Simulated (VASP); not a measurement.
# Al in VASP: notebook

The runs below take Al through single point, relaxation of cell and atoms, with r2SCAN.

All numbers are computed with VASP 6.6.1; they aren't measurements. Logs are shortened: lines on timing, memory, paths and dates and some standing lists are left out, and cuts for length are marked.

## 1. The cell of the first run

It takes space group Fm-3m (No. 225, cubic). Conventional cell: a = 3.998 Å, b = 3.998 Å, c = 3.998 Å, α = 90.00°, β = 90.00°, γ = 90.00°. Al (site symmetry m-3m) has 12 Al at 2.83 Å within 3.7 Å.

## 2. Single point, r2SCAN

Input file POSCAR:

```
Al
1.0
   -1.4134782949      1.4134782949      1.9990583808
    1.4134782949     -1.4134782949      1.9990583808
    1.4134782949      1.4134782949     -1.9990583808
Al
1
Direct
    0.0000000000      0.0000000000      0.0000000000
```

Input file INCAR.step1:

```
SYSTEM = Al
PREC = Accurate
ENCUT = 520
ISMEAR = 0
SIGMA = 0.1
LREAL = .FALSE.
LASPH = .TRUE.
NELM = 100
NBANDS = 8
GGA = PE
ALGO = Normal
EDIFF = 1E-4
LWAVE = .TRUE.
LCHARG = .FALSE.
```

Input file INCAR.step2:

```
SYSTEM = Al
PREC = Accurate
ENCUT = 520
EDIFF = 1E-6
ISMEAR = 0
SIGMA = 0.1
LREAL = .FALSE.
LASPH = .TRUE.
NELM = 100
ALGO = Normal
ISIF = 2
LWAVE = .FALSE.
LCHARG = .TRUE.
METAGGA = R2SCAN
LMIXTAU = .TRUE.
LELF = .TRUE.
LVHAR = .TRUE.
NBANDS = 8
ISTART = 1
```

Input file KPOINTS:

```
regular mesh
0
G
  8 8 8
  0 0 0
```

Potentials or basis: VASP PAW PBE potentials, release 64 (Al).

On the command line:

```sh
cat potpaw_PBE.64/Al/POTCAR > POTCAR
cp INCAR.step1 INCAR
mpirun -np 1 vasp_std > vasp.out
cp INCAR.step2 INCAR
mpirun -np 1 vasp_std > vasp.out
```

OUTCAR:

```text
SYSTEM = Al
   PREC = Accurate
   ENCUT = 520
   EDIFF = 1E-6
   ISMEAR = 0
   LREAL = .FALSE.
   LASPH = .TRUE.
   NELM = 100
   ISIF = 2
   METAGGA = R2SCAN
   ISTART = 1

 ion  position               nearest neighbor table
   1  0.000  0.000  0.000-

  LATTYP: Found a body centered tetragonal cell.
 ALAT       =     2.8269565898
 C/A-ratio  =     1.4142830406

  Lattice vectors:

 A1 = (  -1.4134782949,   1.4134782949,   1.9990583808)
 A2 = (   1.4134782949,  -1.4134782949,   1.9990583808)
 A3 = (   1.4134782949,   1.4134782949,  -1.9990583808)

Analysis of symmetry for initial positions (statically):
=====================================================================
 Subroutine PRICEL returns:
 Original cell was already a primitive cell.

 Routine SETGRP: Setting up the symmetry group for a
 body centered tetragonal supercell.

 Subroutine GETGRP returns: Found 16 space group operations
 (whereof 16 operations were pure point group operations)
 out of a pool of 16 trial point group operations.

The static configuration has the point symmetry D_4h.

Analysis of symmetry for dynamics (positions and initial velocities):
=====================================================================
 Subroutine PRICEL returns:
 Original cell was already a primitive cell.

 Routine SETGRP: Setting up the symmetry group for a
 body centered tetragonal supercell.

 Subroutine GETGRP returns: Found 16 space group operations
 (whereof 16 operations were pure point group operations)
 out of a pool of 16 trial point group operations.

The dynamic configuration has the point symmetry D_4h.

 Subroutine INISYM returns: Found 16 space group operations
 (whereof 16 operations are pure point group operations),
 and found     1 'primitive' translations

----------------------------------------------------------------------------------------

                                     Primitive cell

  volume of cell :      15.9758

  direct lattice vectors                    reciprocal lattice vectors
    -1.413478295  1.413478295  1.999058381     0.000000000  0.353737303  0.250117758
     1.413478295 -1.413478295  1.999058381     0.353737303  0.000000000  0.250117758
     1.413478295  1.413478295 -1.999058381     0.353737303  0.353737303  0.000000000

  length of vectors
     2.827026033  2.827026033  2.827026033     0.433230853  0.433230853  0.500260092

  position of ions in fractional coordinates (direct lattice)
     0.000000000  0.000000000  0.000000000

  ion indices of the primitive-cell ions
   primitive index   ion index
                 1           1

----------------------------------------------------------------------------------------

 KPOINTS: regular mesh

Automatic generation of k-mesh.
 Grid dimensions read from file:
 generate k-points for:    8    8    8

 Generating k-lattice:

  Cartesian coordinates                     Fractional coordinates (reciprocal lattice)
     0.000000000  0.044217163  0.031264720     0.125000000  0.000000000  0.000000000
     0.044217163  0.000000000  0.031264720     0.000000000  0.125000000  0.000000000
     0.044217163  0.044217163  0.000000000     0.000000000  0.000000000  0.125000000

  Length of vectors
     0.054153857  0.054153857  0.062532511

  Shift w.r.t. Gamma in fractional coordinates (k-lattice)
     0.000000000  0.000000000  0.000000000

 Subroutine IBZKPT returns following result:
 ===========================================

 Found     59 irreducible k-points:

 Following reciprocal coordinates:
            Coordinates               Weight
  0.000000  0.000000  0.000000      1.000000
  0.125000 -0.000000  0.000000      8.000000
  0.250000 -0.000000  0.000000      8.000000
  0.375000 -0.000000  0.000000      8.000000
  0.500000 -0.000000  0.000000      4.000000
  0.125000  0.125000  0.000000      8.000000
[... 16 lines left out ...]
  0.250000  0.125000  0.125000     16.000000
  0.375000  0.125000  0.125000      8.000000
 [... further k-points ...]
   k-points           NKPTS =     59   k-points in BZ     NKDIM =     59   number of bands    NBANDS=      8
   number of dos      NEDOS =    301   number of ions     NIONS =      1
   total plane-waves  NPLWV =  13824
   dimension x,y,z NGX =    24 NGY =   24 NGZ =   24
   dimension x,y,z NGXF=    48 NGYF=   48 NGZF=   48
   ions per type =               1
   NGX,Y,Z   is equivalent  to a cutoff of  14.11, 14.11, 14.11 a.u.
   NGXF,Y,Z  is equivalent  to a cutoff of  28.23, 28.23, 28.23 a.u.
 SYSTEM =  Al
   PREC   = accura    normal or accurate (medium, high low for compatibility)
   ISTART =      1    job   : 0-new  1-cont  2-samecut
   ICHARG =      0    charge: 1-file 2-atom 10-const
   ISPIN  =      1    spin polarized calculation?
   LNONCOLLINEAR =      F non collinear calculations
   LSORBIT =      F    spin-orbit coupling
   LASPH  =      T    aspherical Exc in radial PAW
   ENCUT  =  520.0 eV  38.22 Ry    6.18 a.u.   5.26  5.26  5.26*2*pi/ulx,y,z
   NELM   =    100;   NELMIN=  2; NELMDL=  0     # of ELM steps
   EDIFF  = 0.1E-05   stopping-criterion for ELM
   LREAL  =      F    real-space projection
   EDIFFG = 0.1E-04   stopping-criterion for IOM
   NSW    =      0    number of steps for IOM
   IBRION =     -1    ionic relax: 0-MD 1-quasi-New 2-CG
   NFREE  =      0    steps in history (QN), initial steepest desc. (CG)
   ISIF   =      2    stress and relaxation
   ISYM   =      2    0-nonsym 1-usesym 2-fastsym
   POTIM  = 0.5000    time-step for ionic-motion
   TEBEG  =    0.0;   TEEND  =   0.0 temperature during run
   PSTRESS=    0.0 pullay stress
   NELECT =       3.0000    total number of electrons
   NUPDOWN=      -1.0000    fix difference up-down
   EMIN   =  10.00;   EMAX   =-10.00  energy-range for DOS
   EFERMI =   0.00;   METHOD = LEGACY
   ISMEAR =     0;   SIGMA  =   0.10  broadening in eV -4-tet -1-fermi 0-gaus
   EFERMI_NEDOS =   21; number of points for ismear=-14 and -15
   IALGO  =     38    algorithm
   IMIX   =      4    mixing-type and parameters
     AMIX     =   0.40;   BMIX     =  1.00
     AMIX_MAG =   1.60;   BMIX_MAG =  1.00
  volume/ion in A,a.u.               =      15.98       107.81
  Fermi-wavevector in a.u.,A,eV,Ry     =   0.937477  1.771575 11.957661  0.878863
  Thomas-Fermi vector in A             =   2.064592
   LORBIT       =      0    0 simple, 1 ext, 2 COOP (PROOUT), +10 PAW based schemes
   METAGGA = R2SCAN    functional components
   LHFCALC =     F    Hartree Fock is set to
   AEXX    =    0.0000 exact exchange contribution
   IVDW    =     0    specifies the selected vdW correction
   LEPSILON=     F    determine dielectric tensor
   LRPA    =     F    only Hartree local field effects (RPA)
 non-spin polarized calculation
 Gauss-broadening in eV      SIGMA  =   0.10
  energy-cutoff  :      520.00
  volume of cell :       15.98
 maximum number of plane-waves:       445
 NGX is ok and might be reduce to    24
   NGX = 11   NGY = 11   NGZ = 11

 number of electron       3.0000000 magnetization

 Free energy of the ion-electron system (eV)
  ---------------------------------------------------
  ext. energy  EPLUGINS =         0.00000000
  ---------------------------------------------------
  free energy    TOTEN  =        -6.73073917 eV

  energy without entropy =       -6.72881229  energy(sigma->0) =       -6.72977573

 E-fermi :   8.3803     XC(G=0): -11.0250

 val. band max:        8.3314342749   @ k =   0.2500   0.2500   0.2500
 cond. band min:       8.4952916300   @ k =  -0.2500   0.3750   0.1250
 fundamental gap:      0.1638573551
 Fermi energy:         8.3802815617

 k-point     1 :       0.0000    0.0000    0.0000
  band No.  band energies     occupation
      1      -3.7106      2.00000
      2      21.8634      0.00000
      3      21.8638      0.00000
      4      21.8639      0.00000
      5      24.0289      0.00000
      6      24.0289      0.00000
      7      24.0291      0.00000
      8      25.9559      0.00000

 k-point     2 :       0.1250   -0.0000    0.0000
  band No.  band energies     occupation
      1      -3.2501      2.00000
      2      17.3473      0.00000
      3      21.0030      0.00000
      4      21.0034      0.00000
      5      24.4239      0.00000
      6      25.5796      0.00000
      7      25.5797      0.00000
      8      27.3868      0.00000

 k-point     3 :       0.2500   -0.0000    0.0000
  band No.  band energies     occupation
      1      -1.8777      2.00000
      2      12.0846      0.00000
      3      20.2227      0.00000
      4      20.2234      0.00000
      5      23.9785      0.00000
      6      24.4186      0.00000
      7      24.4203      0.00000
      8      28.7536      0.00000

 k-point     4 :       0.3750   -0.0000    0.0000
  band No.  band energies     occupation
      1       0.3792      2.00000
      2       7.4318      2.00000
      3      20.1253      0.00000
      4      20.1262      0.00000
      5      22.2687      0.00000
      6      22.2702      0.00000
      7      24.0127      0.00000
      8      26.5552      0.00000

 k-point     5 :       0.5000   -0.0000    0.0000
  band No.  band energies     occupation
      1       3.2260      2.00000
      2       3.7808      2.00000
      3      20.5908      0.00000
      4      20.5920      0.00000
      5      21.0389      0.00000
      6      21.0402      0.00000
      7      24.5316      0.00000
      8      25.2590      0.00000
[... 177 lines left out ...]
 k-point    22 :       0.1250    0.1250    0.1250
  band No.  band energies     occupation
      1      -0.6694      2.00000
      2      12.4551      0.00000
      3      14.1622      0.00000
      4      17.9538      0.00000
      5      21.4411      0.00000
      6      23.7379      0.00000
      7      26.7662      0.00000
      8      30.4025      0.00000

 k-point    23 :       0.2500    0.1250    0.1250
  band No.  band energies     occupation
      1       1.5657      2.00000
      2       8.4956      0.10290
      3      13.3476      0.00000
      4      15.6806      0.00000
      5      22.2399      0.00000
      6      24.5389      0.00000
      7      26.9046      0.00000
      8      31.1530      0.00000

 k-point    24 :       0.3750    0.1250    0.1250
  band No.  band energies     occupation
      1       4.3671      2.00000
      2       4.9416      2.00000
      3      13.6283      0.00000
      4      14.5292      0.00000
      5      22.9079      0.00000
      6      23.2255      0.00000
      7      30.5392      0.00000
      8      30.7433      0.00000

 [... further k-points ...]
[... 5 lines left out ...]
  --------------------------------------------------------------------------------------
  -------------------------------------------------------------------------------------
  Total       -0.0362103     -0.0362103     -0.0371282      0.0000000      0.0000000      0.0000000
  in kB       -3.6314365     -3.6314365     -3.7234918      0.0000000      0.0000000      0.0000000
  external PRESSURE =      -3.6621216 kB  Pullay stress =       0.0000000 kB

 VOLUME and BASIS-vectors are now :
 -----------------------------------------------------------------------------
  energy-cutoff  :      520.00
  volume of cell :       15.98
      direct lattice vectors                 reciprocal lattice vectors
    -1.413478295  1.413478295  1.999058381     0.000000000  0.353737303  0.250117758
     1.413478295 -1.413478295  1.999058381     0.353737303  0.000000000  0.250117758
     1.413478295  1.413478295 -1.999058381     0.353737303  0.353737303  0.000000000

 POSITION                                       TOTAL-FORCE (eV/Angst)
 -----------------------------------------------------------------------------------
      0.00000      0.00000      0.00000        -0.000000     -0.000000      0.000000
 -----------------------------------------------------------------------------------
    total drift:                                0.000000      0.000000      0.000000

  FREE ENERGIE OF THE ION-ELECTRON SYSTEM (eV)
  ---------------------------------------------------
  free  energy   TOTEN  =        -6.7307391662 eV

  energy  without entropy=       -6.7288122942  energy(sigma->0) =       -6.72977573
```

It took 18 s on 1 thread of Intel Xeon Platinum 8259CL at 2.50GHz (Skylake/Cascade Lake), shared host; peak memory 0.14 GiB.

What came out:

```
Free energy : -6.7307 eV
Pressure    : -0.4 GPa
```

Levels at points of the mesh, in eV from the Fermi level:
```csv
k point,band 1,band 2,band 3,band 4,band 5,band 6
"(0.00, 0.00, 0.00)",-12.09,13.48,13.48,13.48,15.65,15.65
"(0.50, 0.00, 0.00)",-5.15,-4.60,12.21,12.21,12.66,12.66
"(0.50, 0.50, 0.00)",-3.26,-1.69,5.45,6.14,6.14,10.22
"(0.50, 0.50, 0.50)",-3.26,-1.69,5.45,6.14,6.14,10.22
```

Caveat: the k points lie up to 0.39 Å⁻¹ apart; the PAW data sets were made with another functional, which shifts forces and pressure a little.

## 3. Relaxation of cell and atoms, r2SCAN

This run uses another cell than the first one, of 17.14 Å³/atom, 1.073 times its volume.

Input file POSCAR:

```
Al
1.0
   -1.4122003936      1.4122003936      2.1484568852
    1.4122003936     -1.4122003936      2.1484568852
    1.4122003936      1.4122003936     -2.1484568852
Al
1
Direct
    0.0000000000      0.0000000000      0.0000000000
```

Input file INCAR.step1:

```
SYSTEM = Al
PREC = Accurate
ENCUT = 600
ISMEAR = 0
SIGMA = 0.1
LREAL = .FALSE.
LASPH = .TRUE.
NELM = 80
GGA = PE
ALGO = Normal
EDIFF = 1E-4
LWAVE = .TRUE.
LCHARG = .FALSE.
```

Input file INCAR.step2:

```
SYSTEM = Al
PREC = Accurate
ENCUT = 600
EDIFF = 1E-6
ISMEAR = 0
SIGMA = 0.1
LREAL = .FALSE.
LASPH = .TRUE.
NELM = 80
ALGO = Normal
ISIF = 3
LWAVE = .FALSE.
LCHARG = .FALSE.
METAGGA = R2SCAN
LMIXTAU = .TRUE.
IBRION = 2
NSW = 90
EDIFFG = -0.04
ISTART = 1
```

Input file KPOINTS:

```
Automatic mesh
0
G
  8 8 8
  0 0 0
```

Potentials or basis: VASP PAW PBE potentials, release 64 (Al).

On the command line:

```sh
cat potpaw_PBE.64/Al/POTCAR > POTCAR
cp INCAR.step1 INCAR
mpirun -np 1 vasp_std > vasp.out
cp INCAR.step2 INCAR
mpirun -np 1 vasp_std > vasp.out
```

Wall time 1.8 min (1 thread of Intel Xeon Platinum 8259CL at 2.50GHz (Skylake/Cascade Lake), shared host); peak memory 0.14 GiB.

It converged, with:

```yaml
Free_energy: -6.7307 eV
Relaxed_volume: 15.96 Å³/atom
Relaxed_cell: a = 2.825 Å, b = 2.825 Å, c = 2.825 Å, α = 119.93°, β = 119.93°, γ = 90.13°
Space_group_after_relaxing_to_0.05_Å: Fm-3m (No. 225)
Energy_gained_by_relaxing: 33.6 meV/atom
Ionic_steps: 13
Pressure_after_relaxing: -0.2 GPa
```

Stress tensor (GPa, compression positive):
```
-0.40  0.00  0.00
 0.00 -0.40  0.00
 0.00  0.00  0.05
```

Step by step:
| step | energy change (eV) | largest force (eV/Å) | pressure (GPa) | volume (Å³) |
| --- | --- | --- | --- | --- |
| 1 | 0.0000 | 0.0000 | -5.96 | 17.14 |
| 2 | -0.0265 | 0.0000 | 1.70 | 15.60 |
| 3 | -0.0276 | 0.0000 | 0.24 | 15.84 |
| 4 | -0.0276 | 0.0000 | 0.13 | 15.87 |
| 5 | -0.0282 | 0.0000 | -0.15 | 15.89 |
| 6 | -0.0284 | 0.0000 | -0.27 | 15.91 |
| 7 | -0.0287 | 0.0000 | -0.43 | 15.94 |
| 8 | -0.0328 | 0.0000 | -0.45 | 16.00 |
| 9 | -0.0262 | 0.0000 | -1.19 | 16.10 |
| 10 | -0.0333 | 0.0000 | -0.65 | 16.03 |
| 11 | -0.0334 | 0.0000 | -0.62 | 16.02 |
| 12 | -0.0324 | 0.0000 | 0.85 | 15.77 |
| 13 | -0.0336 | 0.0000 | -0.25 | 15.96 |

Final structure:
```
CELL_PARAMETERS angstrom
-1.41407 1.41407 1.99544
1.41407 -1.41407 1.99544
1.41407 1.41407 -1.99544
ATOMIC_POSITIONS crystal
Al 0.00000 0.00000 0.00000
```

Levels at points of the mesh, in eV from the Fermi level:
| k point | band 1 | band 2 | band 3 | band 4 | band 5 |
| --- | --- | --- | --- | --- | --- |
| (0.00, 0.00, 0.00) | -12.10 | 13.48 | 13.48 | 13.51 | 15.67 |
| (0.50, 0.00, 0.00) | -5.16 | -4.60 | 12.19 | 12.24 | 12.70 |
| (0.50, 0.50, 0.00) | -3.27 | -1.70 | 5.46 | 6.15 | 6.17 |
| (0.50, 0.50, 0.50) | -3.24 | -1.66 | 5.43 | 6.12 | 6.12 |

Caveat: the k points lie up to 0.39 Å⁻¹ apart in the final cell; the PAW data sets were made with another functional, which shifts forces and pressure a little.
